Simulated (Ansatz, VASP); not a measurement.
## One calculation of Ho, two programs

File INCAR:

```
PREC = Accurate
ENCUT = 520
EDIFF = 1E-6
ISMEAR = 0
SIGMA = 0.05
LREAL = F
LASPH = T
NELM = 150
ALGO = Normal
ISIF = 2
LWAVE = F
LCHARG = T
LMAXMIX = 6
LDAU = T
LDAUTYPE = 2
LDAUL = 3
LDAUU = 6
LDAUJ = 0
LDAUPRINT = 1
GGA = PE
LELF = T
LVHAR = T
NBANDS = 28
```

File KPOINTS:

```
Automatic mesh
0
Gamma
  10 10 6
```

POSCAR

```
Ho
1.0
    3.5800003276      0.0000000000      0.0000000000
   -1.7900001638      3.1003712292      0.0000000000
    0.0000000000      0.0000000000      5.6206005144
Ho
2
Direct
    0.3333333333      0.6666666667      0.7500000000
    0.6666666667      0.3333333333      0.2500000000
```

Input for Ansatz:

```yaml
crystal:
  lattice:
    - [3.5800003276, 0.0, 0.0]
    - [-1.7900001638, 3.1003712292, 0.0]
    - [0.0, 0.0, 5.6206005144]
  atoms:
    - { symbol: Ho, position: [0.3333333333, 0.6666666667, 0.75] }
    - { symbol: Ho, position: [0.6666666667, 0.3333333333, 0.25] }
basis:
  ecutwfc: 420
  ecutrho_ratio: 4
kpoints:
  mp_grid: { grid: [10, 10, 6] }
hamiltonian:
  xc: pbe
  hubbard: { sites: [{ species: Ho, l: f, u_eff: 6.0 }] }
scf:
  occupations: { method: gaussian, width: 0.05 }
output:
  forces: true
  stress: true
  eigenvalues: true
  populations: true
  hubbard: { sites: [{ species: Ho, l: f }] }
```

Alike in both runs: task single point; functional PBE; k mesh 10 × 10 × 6; occupations gaussian, width 0.05 eV; no spin polarisation; Hubbard terms Ho f U = 6.0 eV.

```csv
,VASP,Ansatz
version,VASP 6.6.1,Ansatz 0.2.0
potentials or method,"VASP PAW PBE potentials, release 64 (Ho), cutoff 520 eV","scalar-relativistic, plane waves, PAW"
valence electrons in the cell,42,42
```

```csv
,VASP,Ansatz,Ansatz less VASP
gap on the k mesh at the Fermi level (eV),none,none,-
pressure (GPa),2.9,3.4,+0.50
"traceless stress, the component that is largest in VASP (GPa)",0.45,1.03,+0.575
```

The programs project onto different local orbitals, so the same U acts differently, and such runs can settle in different states. A gap of «none» marks a metal or a gap that the smearing closes. Ansatz's warnings: filled band counts differ across k points, negative dielectric reading.

Neither program's run includes spin-orbit coupling.
